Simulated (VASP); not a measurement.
Wanted: the native input for a VASP 6.6.1 run.

- Task: single point
- Functional: PBE-based screened hybrid
- Potentials or basis: VASP PAW PBE potentials, release 64 (Cd, Te)
- Cutoff: 520 eV
- k mesh: 4 × 4 × 4
- Occupations: gaussian, width 0.01 eV
- Spin: no spin polarisation
- Dipole correction: no
- Grid for exact exchange (PRECFOCK): Normal
- Share of exact exchange: 0.5
- Further INCAR settings: ALGO = Normal; EDIFF = 1e-06; NBANDS = 16
- Screening parameter: 0.5 1/Å

Crystal: CdTe.

```
CELL_PARAMETERS angstrom
0.00000 3.27990 3.27990
3.27990 0.00000 3.27990
3.27990 3.27990 0.00000
ATOMIC_POSITIONS crystal
Cd 0.00000 0.00000 0.00000
Te 0.25000 0.25000 0.25000
```

One way to write it, as run:

POSCAR

```
CdTe
1.0
    0.0000000000      3.2799012430      3.2799012430
    3.2799012430      0.0000000000      3.2799012430
    3.2799012430      3.2799012430      0.0000000000
Cd Te
1 1
Direct
    0.0000000000      0.0000000000      0.0000000000
    0.2500000000      0.2500000000      0.2500000000
```

INCAR.step1

```
SYSTEM = CdTe
  ALGO = Normal
  EDIFF = 1E-5
  ENCUT = 520
  GGA = PE
  ISIF = 2
  ISMEAR = 0
  LASPH = .True.
  LREAL = .False.
  LWAVE = .True.
  NBANDS = 16
  NELM = 100
  PREC = Accurate
  SIGMA = 0.01
```

INCAR.step2

```
SYSTEM = CdTe
  AEXX = 0.5
  ALGO = Normal
  EDIFF = 1E-6
  ENCUT = 520
  GGA = PE
  HFSCREEN = 0.5
  ISIF = 2
  ISMEAR = 0
  ISTART = 1
  LASPH = .True.
  LCHARG = .True.
  LELF = .True.
  LHFCALC = .True.
  LREAL = .False.
  LVHAR = .True.
  LWAVE = .False.
  NBANDS = 16
  NELM = 100
  PREC = Accurate
  PRECFOCK = Normal
  SIGMA = 0.01
```

KPOINTS

```
k-points
0
Gamma
  4 4 4
  0 0 0
```

Potentials or basis: VASP PAW PBE potentials, release 64 (Cd, Te).

Command:

```bash
$ cat potpaw_PBE.64/Cd/POTCAR potpaw_PBE.64/Te/POTCAR > POTCAR
$ cp INCAR.step1 INCAR
$ mpirun -np 1 vasp_std > vasp.out
$ cp INCAR.step2 INCAR
$ mpirun -np 1 vasp_std > vasp.out
```

It gave:

```json
{
 "Pressure": "0.2 GPa",
 "Band gap on the k mesh": "1.39 eV, direct"
}
```

Caveat: the PAW data sets were made with another functional, which shifts forces and pressure a little; spin-orbit coupling is left out, which moves the levels of the heavy elements.

Wall time 13 min on 1 thread of Intel Xeon 6975P-C, on a shared host, peak memory 0.32 GiB.
